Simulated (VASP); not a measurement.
The system is HfN.

```
Hf N
1.0
     0.00000    2.24086    2.24086
     2.24086    0.00000    2.24086
     2.24086    2.24086    0.00000
Hf N
1 1
Direct
  0.00000 0.00000 0.00000
  0.50000 0.50000 0.50000
```

This cell differs from its parent crystal: volume scaled by 0.98.

Base run:

- Program: VASP 6.6.1
- Functional: PBE
- Potentials or basis: VASP PAW PBE potentials, release 64 (Hf_pv, N)
- Cutoff: 520 eV
- k mesh: 10 × 10 × 10
- Occupations: fermi-dirac, width 0.05 eV
- Spin: no spin polarisation

Its results: pressure 10.3 GPa.

The run is repeated on the same cell with these changes: functional from PBE to PBEsol. What comes out?

Pressure 1.7 GPa.

PBEsol binds more tightly than PBE, so the same cell stands under less pressure.

Caveats: the PAW data sets were made with another functional, which shifts forces and pressure a little (some runs).
